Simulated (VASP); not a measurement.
**Fe: single point with RPBE**

Crystal: Fe.

```
CELL_PARAMETERS angstrom
2.22528 0.00000 0.00000
0.00000 2.22528 0.00000
0.00000 0.00000 2.22528
ATOMIC_POSITIONS crystal
Fe 0.00000 0.00000 0.00000
```

This cell differs from its parent crystal: volume scaled by 0.92.

```yaml
Program: VASP 6.6.1
Task: single point
Functional: RPBE
Potentials_or_basis: VASP PAW PBE potentials, release 64 (Fe)
Cutoff: 520 eV
k_mesh: 15 × 15 × 15
Occupations: fermi-dirac, width 0.1 eV
Spin: no spin polarisation
Dipole_correction: no
Further_INCAR_settings: ALGO = Normal; EDIFF = 1e-06; NBANDS = 10
```

```
Pressure               : 17.9 GPa
Band gap on the k mesh : zero (band 4 reaches 8.73 eV, above the bottom of band 5 at 5.82 eV)
```

Levels at points of the mesh, in eV from the Fermi level:
| k point | band 1 | band 2 | band 3 | band 4 | band 5 | band 6 | band 7 | band 8 |
| --- | --- | --- | --- | --- | --- | --- | --- | --- |
| (0.00, 0.00, 0.00) | -8.63 | -4.09 | -4.09 | 1.05 | 1.05 | 1.05 | 21.47 | 21.47 |

It took 6.9 s on 1 thread of Intel(R) Xeon(R) Platinum 8488C (Sapphire Rapids), on a shared host, peak memory 0.12 GiB.

Caveat: the PAW data sets were made with another functional, which shifts forces and pressure a little; the run has no spin polarisation, though such a crystal can be magnetic. Spin polarisation is off, so any magnetic state and its effect on volume and gap are missing.
